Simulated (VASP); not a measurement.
Ga2O3: single point with r2SCAN+rVV10

Ga2O3:

```
CELL_PARAMETERS angstrom
2.98855 0.00000 0.00000
-1.49428 2.58816 0.00000
0.00000 0.00000 6.65131
ATOMIC_POSITIONS crystal
Ga 0.66667 0.33333 0.79076
Ga 0.33333 0.66667 0.20924
O 0.66667 0.33333 0.31634
O 0.33333 0.66667 0.68366
O 0.00000 0.00000 0.00000
```

```yaml
Program: VASP 6.6.1
Task: single point
Functional: r2SCAN
Dispersion: rVV10
Potentials_or_basis: VASP PAW PBE potentials, release 64 (Ga_d, O)
Cutoff: 520 eV
k_mesh: 12 × 12 × 4
Occupations: fermi-dirac, width 0.03 eV
Spin: no spin polarisation
Dipole_correction: no
Further_INCAR_settings: ALGO = Normal; EDIFF = 1e-06; NBANDS = 30
```

The pressure is 1.9 GPa. The largest force is 0.111 eV/Å and the band gap on the k mesh is 2.94 eV.

Forces on the atoms (eV/Å):
```
Ga   0.000  0.000  0.039
Ga   0.000  0.000 -0.039
O    0.000  0.000  0.111
O    0.000  0.000 -0.111
O    0.000  0.000  0.000
```

Stress tensor (GPa, compression positive):
```
2.51 0.00 0.00
0.00 2.51 0.00
0.00 0.00 0.79
```

Levels at points of the mesh, in eV from the valence-band top:
```tsv
k point	band 19	band 20	band 21	band 22	band 23	band 24	band 25	band 26
(0.00, 0.00, 0.00)	-1.24	-1.04	-1.04	0.00	2.94	6.33	7.22	12.16
(0.50, 0.00, 0.00)	-2.00	-1.63	-0.94	-0.86	4.94	8.35	8.82	10.87
(0.00, 0.00, 0.50)	-1.12	-1.12	-1.09	-1.09	4.08	5.59	7.15	11.98
(0.50, 0.00, 0.50)	-2.39	-2.03	-0.83	-0.35	5.24	8.11	8.15	11.19
```

Run time: 4.6 min on 1 thread of Intel(R) Xeon(R) Platinum 8488C (Sapphire Rapids) (shared host), peak memory 0.34 GiB.

Caveat: the PAW data sets were made with another functional, which shifts forces and pressure a little.
